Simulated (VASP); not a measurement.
# InSe (Cm) in VASP: single point with PBEsol

Aim: the single point of InSe with PBEsol.

Program: VASP 6.6.1. These are calculated values, not measurements. Logs are shortened: lines on timing, memory, paths and dates and some standing lists are left out, and cuts for length are marked.

## (1) The cell of the first run

Symmetry: Cm, No. 8, monoclinic system. Conventional cell: a = 11.750 Å, b = 4.111 Å, c = 4.564 Å, α = 90.00°, β = 110.64°, γ = 90.00°. In (site symmetry m) has 3 Se at 2.55 to 2.87 Å and 1 In at 2.79 Å within 3.4 Å. Within 3.3 Å of In (site symmetry m) lie 3 Se at 2.50 to 2.87 Å and 1 In at 2.79 Å. Se (site symmetry m) has 7 In at 2.87 to 3.78 Å and 3 Se at 3.40 to 3.58 Å within 3.8 Å. Se (site symmetry m) has 3 In at 2.50 to 2.55 Å within 3.3 Å.

## (2) Single point, PBEsol (all Se atoms moved -0.300 Å, as atom 3 along Cartesian [0 0 1])

The input, INCAR:

```
SYSTEM = InSe
ALGO     = Normal         ! electronic algorithm
EDIFF    = 1E-6           ! SCF threshold, eV
ENCUT    = 520            ! plane-wave cutoff, eV
GGA      = PS             ! functional
ISIF     = 2              ! what is computed and relaxed
ISMEAR   = 0              ! smearing method
LASPH    = .True.         ! aspherical terms in the spheres
LCHARG   = .False.        ! write CHGCAR
LREAL    = .False.        ! projectors in reciprocal space
LWAVE    = .False.        ! write WAVECAR
NBANDS   = 27             ! bands
NELM     = 80             ! most SCF steps
PREC     = Accurate       ! precision mode
SIGMA    = 0.05           ! smearing width, eV
```

The input, KPOINTS:

```
k-points
0
Gamma
  8 8 6
  0 0 0
```

The input, POSCAR:

```
InSe
1.0
    5.8749264423     -2.0552742521     -0.0052948673
    5.8749264423      2.0552742521     -0.0052948673
   -1.6051187023      0.0000000000      4.2720903652
In Se
2 2
Direct
    0.8858026589      0.8858026589      0.0290539339
    0.1141973411      0.1141973411      0.9709460661
    0.6451249477      0.6451249477      0.5672397495
    0.3356825043      0.3356825043      0.2922662083
```

Potentials or basis: VASP PAW PBE potentials, release 64 (In_d, Se).

Launch:

```sh
cat potpaw_PBE.64/In_d/POTCAR potpaw_PBE.64/Se/POTCAR > POTCAR
mpirun -np 1 vasp_std > vasp.out
```

OUTCAR:

```text
SYSTEM = InSe
   EDIFF = 1E-6
   ENCUT = 520
   GGA = PS
   ISIF = 2
   ISMEAR = 0
   LASPH = .True.
   LREAL = .False.
   NELM = 80
   PREC = Accurate

 ion  position               nearest neighbor table
   1  0.886  0.886  0.029-   4 2.55   4 2.55   2 2.79   3 2.87   2 3.73   2 3.73
   2  0.114  0.114  0.971-   4 2.50   1 2.79   3 2.87   3 2.87   3 3.33   3 3.33   1 3.73   1 3.73

   3  0.645  0.645  0.567-   2 2.87   2 2.87   1 2.87   2 3.33   2 3.33
   4  0.336  0.336  0.292-   2 2.50   1 2.55   1 2.55

  LATTYP: Found a base centered monoclinic cell.
 ALAT       =    11.7498576567
 B/A-ratio  =     0.3498381533
 C/A-ratio  =     0.3884028818
 COS(beta)  =    -0.3525595217

  Lattice vectors:

 A1 = (   5.8749264423,  -2.0552742521,  -0.0052948673)
 A2 = (   5.8749264423,   2.0552742521,  -0.0052948673)
 A3 = (  -1.6051187023,   0.0000000000,   4.2720903652)

Analysis of symmetry for initial positions (statically):
=====================================================================
 Subroutine PRICEL returns:
 Original cell was already a primitive cell.

 Routine SETGRP: Setting up the symmetry group for a
 base centered monoclinic supercell.

 Subroutine GETGRP returns: Found  2 space group operations
 (whereof  2 operations were pure point group operations)
 out of a pool of  4 trial point group operations.

The static configuration has the point symmetry C_1h.

Analysis of symmetry for dynamics (positions and initial velocities):
=====================================================================
 Subroutine PRICEL returns:
 Original cell was already a primitive cell.

 Routine SETGRP: Setting up the symmetry group for a
 base centered monoclinic supercell.

 Subroutine GETGRP returns: Found  2 space group operations
 (whereof  2 operations were pure point group operations)
 out of a pool of  4 trial point group operations.

The dynamic configuration has the point symmetry C_1h.

 Subroutine INISYM returns: Found  2 space group operations
 (whereof  2 operations are pure point group operations),
 and found     1 'primitive' translations

----------------------------------------------------------------------------------------

                                     Primitive cell

  volume of cell :     103.1325

  direct lattice vectors                    reciprocal lattice vectors
     5.874926442 -2.055274252 -0.005294867     0.085136278 -0.243276536  0.031987580
     5.874926442  2.055274252 -0.005294867     0.085136278  0.243276536  0.031987580
    -1.605118702  0.000000000  4.272090365     0.000211037  0.000000000  0.234156737

  length of vectors
     6.224061455  6.224061455  4.563678575     0.259720742  0.259720742  0.234156832

  position of ions in fractional coordinates (direct lattice)
     0.885802659  0.885802659  0.029053934
     0.114197341  0.114197341  0.970946066
     0.645124948  0.645124948  0.567239749
     0.335682504  0.335682504  0.292266208

  ion indices of the primitive-cell ions
   primitive index   ion index
                 1           1
                 2           2
                 3           3
                 4           4

----------------------------------------------------------------------------------------

 KPOINTS: k-points

Automatic generation of k-mesh.
 Grid dimensions read from file:
 generate k-points for:    8    8    6

 Generating k-lattice:

  Cartesian coordinates                     Fractional coordinates (reciprocal lattice)
     0.010642035 -0.030409567  0.003998447     0.125000000 -0.000000000  0.000000000
     0.010642035  0.030409567  0.003998447    -0.000000000  0.125000000  0.000000000
     0.000035173  0.000000000  0.039026123     0.000000000  0.000000000  0.166666667

  Length of vectors
     0.032465093  0.032465093  0.039026139

  Shift w.r.t. Gamma in fractional coordinates (k-lattice)
     0.000000000  0.000000000  0.000000000

 Subroutine IBZKPT returns following result:
 ===========================================

 Found    114 irreducible k-points:

 Following reciprocal coordinates:
            Coordinates               Weight
  0.000000  0.000000  0.000000      1.000000
  0.125000  0.000000  0.000000      4.000000
  0.250000  0.000000  0.000000      4.000000
  0.375000  0.000000  0.000000      4.000000
  0.500000  0.000000  0.000000      2.000000
  0.125000  0.125000  0.000000      2.000000
[... 16 lines left out ...]
  0.125000  0.000000  0.166667      4.000000
  0.250000  0.000000  0.166667      4.000000
 [... further k-points ...]
   k-points           NKPTS =    114   k-points in BZ     NKDIM =    114   number of bands    NBANDS=     27
   number of dos      NEDOS =    301   number of ions     NIONS =      4
   total plane-waves  NPLWV =  82944
   dimension x,y,z NGX =    48 NGY =   48 NGZ =   36
   dimension x,y,z NGXF=    96 NGYF=   96 NGZF=   72
   ions per type =               2   2
   NGX,Y,Z   is equivalent  to a cutoff of  12.82, 12.82, 13.11 a.u.
   NGXF,Y,Z  is equivalent  to a cutoff of  25.64, 25.64, 26.23 a.u.
 SYSTEM =  InSe
   PREC   = accura    normal or accurate (medium, high low for compatibility)
   ISTART =      0    job   : 0-new  1-cont  2-samecut
   ICHARG =      2    charge: 1-file 2-atom 10-const
   ISPIN  =      1    spin polarized calculation?
   LNONCOLLINEAR =      F non collinear calculations
   LSORBIT =      F    spin-orbit coupling
   LASPH  =      T    aspherical Exc in radial PAW
   ENCUT  =  520.0 eV  38.22 Ry    6.18 a.u.  11.57 11.57  8.49*2*pi/ulx,y,z
   NELM   =     80;   NELMIN=  2; NELMDL= -5     # of ELM steps
   EDIFF  = 0.1E-05   stopping-criterion for ELM
   LREAL  =      F    real-space projection
   EDIFFG = 0.1E-04   stopping-criterion for IOM
   NSW    =      0    number of steps for IOM
   IBRION =     -1    ionic relax: 0-MD 1-quasi-New 2-CG
   NFREE  =      0    steps in history (QN), initial steepest desc. (CG)
   ISIF   =      2    stress and relaxation
   ISYM   =      2    0-nonsym 1-usesym 2-fastsym
   POTIM  = 0.5000    time-step for ionic-motion
   TEBEG  =    0.0;   TEEND  =   0.0 temperature during run
   PSTRESS=    0.0 pullay stress
   NELECT =      38.0000    total number of electrons
   NUPDOWN=      -1.0000    fix difference up-down
   EMIN   =  10.00;   EMAX   =-10.00  energy-range for DOS
   EFERMI =   0.00;   METHOD = LEGACY
   ISMEAR =     0;   SIGMA  =   0.05  broadening in eV -4-tet -1-fermi 0-gaus
   EFERMI_NEDOS =   21; number of points for ismear=-14 and -15
   IALGO  =     38    algorithm
   IMIX   =      4    mixing-type and parameters
     AMIX     =   0.40;   BMIX     =  1.00
     AMIX_MAG =   1.60;   BMIX_MAG =  1.00
  volume/ion in A,a.u.               =      25.78       173.99
  Fermi-wavevector in a.u.,A,eV,Ry     =   1.173647  2.217871 18.741310  1.377447
  Thomas-Fermi vector in A             =   2.310057
   LORBIT       =      0    0 simple, 1 ext, 2 COOP (PROOUT), +10 PAW based schemes
   GGA     = PS    functional components
   LHFCALC =     F    Hartree Fock is set to
   AEXX    =    0.0000 exact exchange contribution
   IVDW    =     0    specifies the selected vdW correction
   LEPSILON=     F    determine dielectric tensor
   LRPA    =     F    only Hartree local field effects (RPA)
 non-spin polarized calculation
 Gauss-broadening in eV      SIGMA  =   0.05
  energy-cutoff  :      520.00
  volume of cell :      103.13
 maximum number of plane-waves:      2803
 NGX is ok and might be reduce to    48
   NGX = 23   NGY = 23   NGZ = 17

 number of electron      38.0000000 magnetization

 Free energy of the ion-electron system (eV)
  ---------------------------------------------------
  ext. energy  EPLUGINS =         0.00000000
  ---------------------------------------------------
  free energy    TOTEN  =       -15.15859152 eV

  energy without entropy =      -15.15859152  energy(sigma->0) =      -15.15859152

 E-fermi :   5.2205     XC(G=0):  -9.8103

 val. band max:        4.9833478900   @ k =  -0.2500  -0.2500   0.3333
 cond. band min:       5.6609060126   @ k =   0.0000   0.0000   0.5000
 fundamental gap:      0.6775581227
 Fermi energy:         5.2204771401

 k-point     1 :       0.0000    0.0000    0.0000
  band No.  band energies     occupation
      1      -9.9847      2.00000
      2      -9.6642      2.00000
      3      -9.5259      2.00000
      4      -9.4937      2.00000
      5      -9.3829      2.00000
      6      -9.3313      2.00000
[... 19 lines left out ...]
     26      11.9754      0.00000
     27      13.8653      0.00000

 k-point     2 :       0.1250    0.0000    0.0000
  band No.  band energies     occupation
      1      -9.9978      2.00000
      2      -9.6582      2.00000
      3      -9.5407      2.00000
      4      -9.4765      2.00000
      5      -9.3912      2.00000
      6      -9.3250      2.00000
[... 19 lines left out ...]
     26      12.0168      0.00000
     27      13.5689      0.00000

 k-point     3 :       0.2500    0.0000    0.0000
  band No.  band energies     occupation
      1     -10.0297      2.00000
      2      -9.6460      2.00000
      3      -9.5459      2.00000
      4      -9.4501      2.00000
      5      -9.4100      2.00000
      6      -9.3208      2.00000
[... 19 lines left out ...]
     26      11.8850      0.00000
     27      12.8840      0.00000

 k-point     4 :       0.3750    0.0000    0.0000
  band No.  band energies     occupation
      1     -10.0612      2.00000
      2      -9.6367      2.00000
      3      -9.5305      2.00000
      4      -9.4337      2.00000
      5      -9.4252      2.00000
      6      -9.3316      2.00000
[... 19 lines left out ...]
     26      12.4954      0.00000
     27      12.8691      0.00000
[... 516 lines left out ...]
      4      -9.4881      2.00000
      5      -9.3834      2.00000
      6      -9.3252      2.00000
[... 19 lines left out ...]
     26      12.0318      0.00000
     27      12.8913      0.00000

 k-point    23 :       0.1250    0.0000    0.1667
  band No.  band energies     occupation
      1      -9.9968      2.00000
      2      -9.6574      2.00000
      3      -9.5392      2.00000
      4      -9.4720      2.00000
      5      -9.3924      2.00000
      6      -9.3176      2.00000
[... 19 lines left out ...]
     26      11.5309      0.00000
     27      13.0808      0.00000

 k-point    24 :       0.2500    0.0000    0.1667
  band No.  band energies     occupation
      1     -10.0330      2.00000
      2      -9.6465      2.00000
      3      -9.5420      2.00000
      4      -9.4461      2.00000
      5      -9.4123      2.00000
      6      -9.3160      2.00000
[... 19 lines left out ...]
     26      11.6495      0.00000
     27      12.8046      0.00000

 [... further k-points ...]
[... 5 lines left out ...]
  --------------------------------------------------------------------------------------
  -------------------------------------------------------------------------------------
  Total        1.7100150      1.4912267     -0.0605564      0.0000000      0.0000000      0.4483945
  in kB       26.5653143     23.1664074     -0.9407519      0.0000000      0.0000000      6.9658695
  external PRESSURE =      16.2636566 kB  Pullay stress =       0.0000000 kB

 VOLUME and BASIS-vectors are now :
 -----------------------------------------------------------------------------
  energy-cutoff  :      520.00
  volume of cell :      103.13
      direct lattice vectors                 reciprocal lattice vectors
     5.874926442 -2.055274252 -0.005294867     0.085136278 -0.243276536  0.031987580
     5.874926442  2.055274252 -0.005294867     0.085136278  0.243276536  0.031987580
    -1.605118702  0.000000000  4.272090365     0.000211037  0.000000000  0.234156737

 POSITION                                       TOTAL-FORCE (eV/Angst)
 -----------------------------------------------------------------------------------
     10.36142      0.00000      0.11474         0.391972      0.000000     -1.324778
     -0.21668      0.00000      4.14676        -0.735184      0.000000     -1.212071
      6.66964      0.00000      2.41647         0.071443      0.000000      0.937451
      3.47510      0.00000      1.24503         0.271769      0.000000      1.599398
 -----------------------------------------------------------------------------------
    total drift:                                0.000323     -0.000000     -0.000568

  FREE ENERGIE OF THE ION-ELECTRON SYSTEM (eV)
  ---------------------------------------------------
  free  energy   TOTEN  =       -15.1585915202 eV

  energy  without entropy=      -15.1585915202  energy(sigma->0) =      -15.15859152
```

Wall time 5.1 min (1 thread of Intel Xeon Platinum 8375C at 2.90GHz (Ice Lake), shared host); peak memory 0.46 GiB.

Results:

| Property | Result |
| --- | --- |
| Free energy | -15.1586 eV |
| Pressure | 1.6 GPa |
| Largest force | 1.622 eV/Å |
| Band gap on the k mesh | 0.68 eV, indirect (least direct gap 0.94 eV) |

Forces in eV/Å, atoms in the order of the input:
```
In   0.392  0.000 -1.325
In  -0.735  0.000 -1.212
Se   0.071  0.000  0.937
Se   0.272  0.000  1.599
```

Stress tensor (GPa, compression positive):
```
 2.66  0.00  0.70
 0.00  2.32  0.00
 0.70  0.00 -0.09
```

Levels at points of the mesh, in eV from the valence-band top:
```csv
k point,band 15,band 16,band 17,band 18,band 19,band 20,band 21,band 22,band 23,band 24
"(0.00, 0.00, 0.00)",-3.64,-2.75,-2.57,-1.80,-1.40,2.48,2.88,4.30,4.72,4.88
"(0.50, 0.00, 0.00)",-2.76,-2.33,-1.59,-1.41,-1.03,1.39,2.35,2.90,3.56,4.60
"(0.50, 0.50, 0.00)",-3.13,-2.57,-1.27,-0.87,-0.57,1.01,2.48,2.49,4.69,5.87
"(0.00, 0.00, 0.50)",-2.43,-2.43,-1.40,-0.95,-0.26,0.68,2.35,3.24,3.26,5.66
"(0.50, 0.00, 0.50)",-4.31,-3.50,-2.67,-2.33,-2.01,2.04,2.76,4.18,4.67,6.58
"(0.50, 0.50, 0.50)",-2.71,-2.45,-1.30,-1.00,-0.44,1.86,2.83,3.06,3.79,4.91
```

Caveat: the cell differs from its parent crystal (all Se atoms moved -0.300 Å, as atom 3 along Cartesian [0 0 1]); the PAW data sets were made with another functional, which shifts forces and pressure a little; spin-orbit coupling is left out, which moves the levels of the heavy elements. A k mesh can miss the band edges.
